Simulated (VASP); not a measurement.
# W (Im-3m) in VASP: further runs

The runs below take W through single point, with PBE+D4, LDA, RPBE+D3(BJ), PBEsol+D4.

Program: VASP 6.6.1. These are calculated values, not measurements. Logs are shortened: lines on timing, memory, paths and dates and some standing lists are left out, and cuts for length are marked.

### 1 The cell of the first run

Symmetry: Im-3m, No. 229, cubic system. The conventional cell has a = 3.165 Å, b = 3.165 Å, c = 3.165 Å, α = 90.00°, β = 90.00°, γ = 90.00°. W (site symmetry m-3m) has 14 W at 2.74 to 3.16 Å within 3.6 Å.

### 2 Single point, PBE+D4, non-collinear spin, zero start

File INCAR:

```
SYSTEM = W
ALGO = Normal ; EDIFF = 1E-7
ENCUT = 520 ; GGA = PE
ISIF = 2 ; ISMEAR = 1
IVDW = 13 ; LASPH = .True.
LCHARG = .False. ; LMAXMIX = 4
LNONCOLLINEAR = .True. ; LORBIT = 11
LREAL = .False. ; LWAVE = .False.
MAGMOM = 0 0 0 ; NBANDS = 25
NELM = 150 ; PREC = Accurate
SIGMA = 0.1
```

File KPOINTS:

```
k-points
0
Gamma
  12 12 12
  0 0 0
```

File POSCAR:

```
W
1.0
   -1.5823450000      1.5823450000      1.5823450000
    1.5823450000     -1.5823450000      1.5823450000
    1.5823450000      1.5823450000     -1.5823450000
W
1
Direct
    0.0000000000      0.0000000000      0.0000000000
```

Potentials or basis: VASP PAW PBE potentials, release 64 (W_sv).

The run is started by

```console
$ cat potpaw_PBE.64/W_sv/POTCAR > POTCAR
$ mpirun -np 1 vasp_ncl > vasp.out
```

OUTCAR:

```text
SYSTEM = W
   EDIFF = 1E-7
   ENCUT = 520
   GGA = PE
   ISIF = 2
   ISMEAR = 1
   IVDW = 13
   LASPH = .True.
   LNONCOLLINEAR = .True.
   LORBIT = 11
   LREAL = .False.
   NELM = 150
   PREC = Accurate

 ion  position               nearest neighbor table
   1  0.000  0.000  0.000-

  LATTYP: Found a body centered cubic cell.
 ALAT       =     3.1646900000

  Lattice vectors:

 A1 = (  -1.5823450000,   1.5823450000,   1.5823450000)
 A2 = (   1.5823450000,  -1.5823450000,   1.5823450000)
 A3 = (   1.5823450000,   1.5823450000,  -1.5823450000)

Analysis of symmetry for initial positions (statically):
=====================================================================
 Subroutine PRICEL returns:
 Original cell was already a primitive cell.

 Routine SETGRP: Setting up the symmetry group for a
 body centered cubic supercell.

 Subroutine GETGRP returns: Found 48 space group operations
 (whereof 48 operations were pure point group operations)
 out of a pool of 48 trial point group operations.

The static configuration has the point symmetry O_h .

Analysis of symmetry for dynamics (positions and initial velocities):
=====================================================================
 Subroutine PRICEL returns:
 Original cell was already a primitive cell.

 Routine SETGRP: Setting up the symmetry group for a
 body centered cubic supercell.

 Subroutine GETGRP returns: Found 48 space group operations
 (whereof 48 operations were pure point group operations)
 out of a pool of 48 trial point group operations.

The dynamic configuration has the point symmetry O_h .

Analysis of structural, dynamic, and magnetic symmetry:
=====================================================================
 Subroutine PRICEL returns:
 Original cell was already a primitive cell.

 Routine SETGRP: Setting up the symmetry group for a
 body centered cubic supercell.

 Subroutine GETGRP returns: Found 48 space group operations
 (whereof 48 operations were pure point group operations)
 out of a pool of 48 trial point group operations.

The overall configuration has the point symmetry O_h .

 Subroutine INISYM returns: Found 48 space group operations
 (whereof 48 operations are pure point group operations),
[... 103 lines left out ...]
   TEBEG  =    0.0;   TEEND  =   0.0 temperature during run
   PSTRESS=    0.0 pullay stress
   NELECT =      14.0000    total number of electrons
   NUPDOWN=      -1.0000    fix difference up-down
   EMIN   =  10.00;   EMAX   =-10.00  energy-range for DOS
   EFERMI =   0.00;   METHOD = LEGACY
   ISMEAR =     1;   SIGMA  =   0.10  broadening in eV -4-tet -1-fermi 0-gaus
   EFERMI_NEDOS =   21; number of points for ismear=-14 and -15
   IALGO  =     38    algorithm
   IMIX   =      4    mixing-type and parameters
     AMIX     =   0.40;   BMIX     =  1.00
     AMIX_MAG =   1.60;   BMIX_MAG =  1.00
  volume/ion in A,a.u.               =      15.85       106.94
  Fermi-wavevector in a.u.,A,eV,Ry     =   1.570832  2.968442 33.572544  2.467512
  Thomas-Fermi vector in A             =   2.672506
   LORBIT       =     11    0 simple, 1 ext, 2 COOP (PROOUT), +10 PAW based schemes
   GGA     = PE    functional components
   LHFCALC =     F    Hartree Fock is set to
   AEXX    =    0.0000 exact exchange contribution
   IVDW    =    13    specifies the selected vdW correction
   LEPSILON=     F    determine dielectric tensor
   LRPA    =     F    only Hartree local field effects (RPA)
 Methfessel and Paxton  Order N= 1 SIGMA  =   0.10
  energy-cutoff  :      520.00
  volume of cell :       15.85
 maximum number of plane-waves:       876
   NGX = 11   NGY = 11   NGZ = 11

 number of electron      14.0000000 magnetization       0.0000000      0.0000000      0.0000000

 number of electron      14.0000004 magnetization       0.0000000     -0.0000000      0.0000000

 number of electron      14.0000004 magnetization      -0.0000000      0.0000000     -0.0000000

 Free energy of the ion-electron system (eV)
  ---------------------------------------------------
  ext. energy  EPLUGINS =         0.00000000
  ---------------------------------------------------
  free energy    TOTEN  =       -12.94811700 eV

  energy without entropy =      -12.94733449  energy(sigma->0) =      -12.94785616

 E-fermi :  11.3443     XC(G=0): -13.6436

 val. band max:       11.3216644352   @ k =  -0.2500   0.3333   0.1667
 cond. band min:      11.3714590697   @ k =  -0.1667   0.1667   0.0833
 fundamental gap:      0.0497946345
 Fermi energy:        11.3443056608

 k-point     1 :       0.0000    0.0000    0.0000
  band No.  band energies     occupation
      1     -62.7445      1.00000
      2     -62.7445      1.00000
      3     -26.3051      1.00000
      4     -26.3051      1.00000
      5     -26.3051      1.00000
      6     -26.3051      1.00000
[... 661 lines left out ...]
     24      23.6591      0.00000
     25      27.4868      0.00000

 [... further k-points ...]

------------------------ aborting loop because EDIFF is reached ----------------------------------------

  DFT-D4 for vdW energy calculation

  Edisp (eV):   -0.72216

  FORCE on cell =-STRESS in cart. coord.  units (eV):
  Direction    XX          YY          ZZ          XY          YZ          ZX
  --------------------------------------------------------------------------------------
  -------------------------------------------------------------------------------------
  Total      -0.03163    -0.03163    -0.03163     0.00000    -0.00000    -0.00000
  in kB      -3.19819    -3.19819    -3.19819     0.00000    -0.00000    -0.00000
  external pressure =       -3.20 kB  Pullay stress =        0.00 kB

 VOLUME and BASIS-vectors are now :
 -----------------------------------------------------------------------------
  energy-cutoff  :      520.00
  volume of cell :       15.85
      direct lattice vectors                 reciprocal lattice vectors
    -1.582345000  1.582345000  1.582345000     0.000000000  0.315986716  0.315986716
     1.582345000 -1.582345000  1.582345000     0.315986716  0.000000000  0.315986716
     1.582345000  1.582345000 -1.582345000     0.315986716  0.315986716  0.000000000

 POSITION                                       TOTAL-FORCE (eV/Angst)
 -----------------------------------------------------------------------------------
      0.00000      0.00000      0.00000         0.000000     -0.000000     -0.000000
 -----------------------------------------------------------------------------------
    total drift:                                0.000000      0.000000      0.000000

  FREE ENERGIE OF THE ION-ELECTRON SYSTEM (eV)
  ---------------------------------------------------
  free  energy   TOTEN  =       -13.6702762097 eV

  energy  without entropy=      -13.6694936986  energy(sigma->0) =      -13.67001537

 total charge

# of ion       s       p       d       tot
------------------------------------------
    1        2.402   6.346   3.347  12.096

 magnetization (x)

# of ion       s       p       d       tot
------------------------------------------
    1       -0.000   0.000  -0.000  -0.000

 magnetization (y)

# of ion       s       p       d       tot
------------------------------------------
    1        0.000   0.000  -0.000  -0.000

 magnetization (z)

# of ion       s       p       d       tot
------------------------------------------
    1        0.000   0.000  -0.000  -0.000
```

Wall time 52 s (1 thread of Intel Xeon Platinum 8375C at 2.90GHz (Ice Lake), shared host); peak memory 0.18 GiB.

What came out:

- Free energy: -13.6703 eV
- Pressure: -0.3 GPa
- Band gap on the k mesh: zero (band 14 reaches 16.61 eV, above the bottom of band 15 at 10.21 eV)
- Net moment: 0.00 μB per cell
- Valence electrons inside the program's atomic spheres: W 12.10
- Dispersion energy per atom: -0.722 eV

Moments on the atoms (μB; x, y, z):
```
W   0.00 0.00 0.00
```

Caveat: spin-orbit coupling is left out, which moves the levels of the heavy elements; pairwise dispersion overbinds metals, which lowers pressure and volume.

### 3 Single point, LDA

This run uses another cell than the first one: it holds 2 atoms, not 1.

File INCAR:

```
PREC = Accurate
ENCUT = 520
EDIFF = 1E-7
ISMEAR = 1
SIGMA = 0.2
LREAL = False
LASPH = True
NELM = 80
ALGO = Fast
ISIF = 2
LWAVE = False
LCHARG = False
NBANDS = 21
```

File KPOINTS:

```
Automatic mesh
0
Gamma
  8 8 8
```

File POSCAR:

```
W
1.0
    3.1646900000      0.0000000000      0.0000000000
    0.0000000000      3.1646900000      0.0000000000
    0.0000000000      0.0000000000      3.1646900000
W
2
Direct
    0.0000000000      0.0000000000      0.0000000000
    0.5000000000      0.5000000000      0.5000000000
```

Potentials or basis: VASP PAW LDA potentials, release 64 (W_sv).

The run is started by

```console
$ cat potpaw_LDA.64/W_sv/POTCAR > POTCAR
$ mpirun -np 1 vasp_std > vasp.out
```

It took 15 s on 1 thread of AMD EPYC 9R45 (Zen 5), shared host; peak memory 0.09 GiB.

The run converged. Its results:

- Free energy: -28.1928 eV
- Pressure: -7.1 GPa
- Band gap on the k mesh: zero (band 14 reaches 12.16 eV, above the bottom of band 15 at 10.78 eV)

Levels at points of the mesh, in eV from the Fermi level:
```csv
k point,band 12,band 13,band 14,band 15,band 16,band 17
"(0.00, 0.00, 0.00)",-1.35,-1.35,-1.35,2.10,2.10,5.06
"(0.50, 0.00, 0.00)",-2.93,-0.62,-0.62,-0.62,-0.62,1.24
"(0.50, 0.50, 0.00)",-3.67,0.75,0.75,2.00,2.00,2.96
"(0.50, 0.50, 0.50)",-3.01,-3.01,-3.01,3.13,3.13,3.13
```

Caveat: spin-orbit coupling is left out, which moves the levels of the heavy elements.

### 4 Single point, RPBE+D3(BJ)

This run uses another cell than the first one, of 14.06 Å³/atom, 0.887 times its volume.

File INCAR:

```
ALGO     = Normal         # electronic algorithm
EDIFF    = 1E-6           # SCF threshold, eV
ENCUT    = 520            # plane-wave cutoff, eV
GGA      = RP             # functional
ISIF     = 2              # what is computed and relaxed
ISMEAR   = -1             # smearing method
IVDW     = 12             # dispersion correction
LASPH    = T              # aspherical terms in the spheres
LCHARG   = F              # write CHGCAR
LREAL    = F              # projectors in reciprocal space
LWAVE    = F              # write WAVECAR
NBANDS   = 13             # bands
NELM     = 80             # most SCF steps
PREC     = Accurate       # precision mode
SIGMA    = 0.05           # smearing width, eV
```

File KPOINTS:

```
k-points
0
Gamma
  12 12 12
```

File POSCAR:

```
W
1.0
   -1.5204748567      1.5204748567      1.5204748567
    1.5204748567     -1.5204748567      1.5204748567
    1.5204748567      1.5204748567     -1.5204748567
W
1
Direct
    0.0000000000      0.0000000000      0.0000000000
```

Potentials or basis: VASP PAW PBE potentials, release 64 (W_sv).

The run is started by

```console
$ cat potpaw_PBE.64/W_sv/POTCAR > POTCAR
$ mpirun -np 1 vasp_std > vasp.out
```

OUTCAR:

```text
EDIFF = 1E-6
   ENCUT = 520
   GGA = RP
   ISIF = 2
   ISMEAR = -1
   IVDW = 12
   LASPH = T
   LREAL = F
   NELM = 80
   PREC = Accurate
 IVDW          = 12

 ion  position               nearest neighbor table
   1  0.000  0.000  0.000-

  LATTYP: Found a body centered cubic cell.
 ALAT       =     3.0409497134

  Lattice vectors:

 A1 = (  -1.5204748567,   1.5204748567,   1.5204748567)
[... 561 lines left out ...]
     11      25.0897      0.00000
     12      26.0197      0.00000
     13      31.3916      0.00000

 [... further k-points ...]

------------------------ aborting loop because EDIFF is reached ----------------------------------------

 Edisp (eV)   -5.40168

 E8    (eV) :    -3.9713

  FORCE on cell =-STRESS in cart. coord.  units (eV):
  Direction    XX          YY          ZZ          XY          YZ          ZX
  --------------------------------------------------------------------------------------
  -------------------------------------------------------------------------------------
  Total       0.11959     0.11959     0.11959    -0.00000     0.00000     0.00000
  in kB      13.62678    13.62678    13.62678    -0.00000     0.00000     0.00000
  external pressure =       13.63 kB  Pullay stress =        0.00 kB

 VOLUME and BASIS-vectors are now :
 -----------------------------------------------------------------------------
  energy-cutoff  :      520.00
  volume of cell :       14.06
      direct lattice vectors                 reciprocal lattice vectors
    -1.520474857  1.520474857  1.520474857     0.000000000  0.328844635  0.328844635
     1.520474857 -1.520474857  1.520474857     0.328844635  0.000000000  0.328844635
     1.520474857  1.520474857 -1.520474857     0.328844635  0.328844635  0.000000000

 POSITION                                       TOTAL-FORCE (eV/Angst)
 -----------------------------------------------------------------------------------
      0.00000      0.00000      0.00000        -0.000000      0.000000      0.000000
 -----------------------------------------------------------------------------------
    total drift:                                0.000000     -0.000000      0.000000

  FREE ENERGIE OF THE ION-ELECTRON SYSTEM (eV)
  ---------------------------------------------------
  free  energy   TOTEN  =       -17.4230943910 eV

  energy  without entropy=      -17.4188522594  energy(sigma->0) =      -17.42097333
```

OSZICAR:

```text
N       E                     dE             d eps       ncg     rms          rms(c)
DAV:   1     0.824800831275E+02    0.82480E+02   -0.75594E+03  1898   0.125E+03
DAV:   2    -0.110013018333E+02   -0.93481E+02   -0.89803E+02  2077   0.317E+02
DAV:   3    -0.125055691526E+02   -0.15043E+01   -0.15006E+01  2012   0.383E+01
DAV:   4    -0.125107550022E+02   -0.51858E-02   -0.51858E-02  2112   0.250E+00
DAV:   5    -0.125107915859E+02   -0.36584E-04   -0.36585E-04  2072   0.198E-01    0.258E+01
DAV:   6    -0.121345662764E+02    0.37623E+00   -0.27802E-01  1982   0.747E+00    0.116E+01
DAV:   7    -0.120243241180E+02    0.11024E+00   -0.17656E-01  2102   0.569E+00    0.465E-01
DAV:   8    -0.120214244585E+02    0.28997E-02   -0.54281E-03  1932   0.100E+00    0.103E-01
DAV:   9    -0.120214275561E+02   -0.30976E-05   -0.75938E-05  2137   0.120E-01    0.361E-02
DAV:  10    -0.120214187848E+02    0.87713E-05   -0.18767E-05  1997   0.623E-02    0.801E-03
DAV:  11    -0.120214187123E+02    0.72520E-07   -0.42269E-07  1346   0.805E-03
   1 F= -.17423094E+02 E0= -.17420973E+02  d E =-.424213E-02
```

Run time: 4.5 s. Hardware: 1 thread of Intel Xeon 6975P-C (Granite Rapids), shared host; peak memory 0.14 GiB.

Results:

```
Free energy                : -17.4231 eV
Pressure                   : 1.4 GPa
Band gap on the k mesh     : zero (band 7 reaches 19.46 eV, above the bottom of band 8 at 11.91 eV)
Dispersion energy per atom : -5.402 eV
```

Levels at points of the mesh, in eV from the Fermi level:
```
           k point  band 4  band 5  band 6  band 7  band 8  band 9  band 10  band 11
(0.00, 0.00, 0.00)  -37.43  -10.33   -1.48   -1.48   -1.48    2.53     2.53    14.69
(0.50, 0.00, 0.00)  -37.45   -7.14   -4.23    1.12    2.52    3.66     7.28    11.71
(0.50, 0.50, 0.50)  -38.73   -6.92   -6.92    6.07    6.07    6.07     9.25     9.25
```

Caveat: the PAW data sets were made with another functional, which shifts forces and pressure a little; spin-orbit coupling is left out, which moves the levels of the heavy elements; pairwise dispersion overbinds metals, which lowers pressure and volume.

### 5 Single point, PBEsol+D4

This run uses another cell than the first one, of 15.50 Å³/atom, 0.978 times its volume.

File INCAR:

```
  PREC = Accurate
  ENCUT = 520
  EDIFF = 1E-6
  ISMEAR = -1
  SIGMA = 0.05
  LREAL = False
  LASPH = True
  NELM = 80
  ALGO = Normal
  ISIF = 2
  LWAVE = False
  LCHARG = False
  GGA = PS
  IVDW = 13
  NBANDS = 13
```

File KPOINTS:

```
regular mesh
0
Gamma
  12 12 12
```

File POSCAR:

```
W
1.0
   -1.5707734067      1.5707734067      1.5707734067
    1.5707734067     -1.5707734067      1.5707734067
    1.5707734067      1.5707734067     -1.5707734067
W
1
Direct
    0.0000000000      0.0000000000      0.0000000000
```

The run is started by

```console
$ cat potpaw_PBE.64/W_sv/POTCAR > POTCAR
$ mpirun -np 1 vasp_std > vasp.out
```

It took 4.8 s on 1 thread of Intel Xeon 6975P-C (Granite Rapids), shared host; peak memory 0.13 GiB.

It converged, with:

```yaml
Free_energy: -14.2326 eV
Pressure: 0.7 GPa
Band_gap_on_the_k_mesh: zero (band 7 reaches 16.94 eV, above the bottom of band 8 at 10.33 eV)
Dispersion_energy_per_atom: -0.429 eV
```

Levels at points of the mesh, in eV from the Fermi level:
| k point | band 3 | band 4 | band 5 | band 6 | band 7 | band 8 | band 9 | band 10 | band 11 | band 12 |
| --- | --- | --- | --- | --- | --- | --- | --- | --- | --- | --- |
| (0.00, 0.00, 0.00) | -37.57 | -37.57 | -9.71 | -1.21 | -1.21 | -1.21 | 2.36 | 2.36 | 14.66 | 14.66 |
| (0.50, 0.00, 0.00) | -38.02 | -37.58 | -6.37 | -3.62 | 0.84 | 2.27 | 3.27 | 6.44 | 11.51 | 11.62 |
| (0.50, 0.50, 0.50) | -38.54 | -38.54 | -5.97 | -5.97 | 5.41 | 5.41 | 5.41 | 8.50 | 8.50 | 8.50 |

Caveat: the PAW data sets were made with another functional, which shifts forces and pressure a little; spin-orbit coupling is left out, which moves the levels of the heavy elements; pairwise dispersion overbinds metals, which lowers pressure and volume.

### 6 The runs side by side

```tsv
level	potentials or basis	spin	cell	k mesh	smearing	gap on the mesh (eV)	pressure (GPa)
PBE+D4	VASP PAW PBE potentials, release 64 (W_sv)	non-collinear, zero start	a = 2.741 Å, angles 109.5°, 1 atom	12 × 12 × 12	methfessel-paxton 0.1 eV	none	-0.3
LDA	VASP PAW LDA potentials, release 64 (W_sv)	off	a = 3.165 Å, 2 atoms	8 × 8 × 8	methfessel-paxton 0.2 eV	none	-7.1
RPBE+D3(BJ)	VASP PAW PBE potentials, release 64 (W_sv)	off	a = 2.634 Å, angles 109.5°, 1 atom	12 × 12 × 12	fermi-dirac 0.05 eV	none	1.4
PBEsol+D4	VASP PAW PBE potentials, release 64 (W_sv)	off	a = 2.721 Å, angles 109.5°, 1 atom	12 × 12 × 12	fermi-dirac 0.05 eV	none	0.7
```

Alike in all rows: task single point; cutoff (eV) 520.

Caveats: spin-orbit coupling is left out, which moves the levels of the heavy elements; pairwise dispersion overbinds metals, which lowers pressure and volume (some runs); the PAW data sets were made with another functional, which shifts forces and pressure a little (some runs).

Total energies depend on the potentials used, so only differences within one code and one set of settings carry meaning.
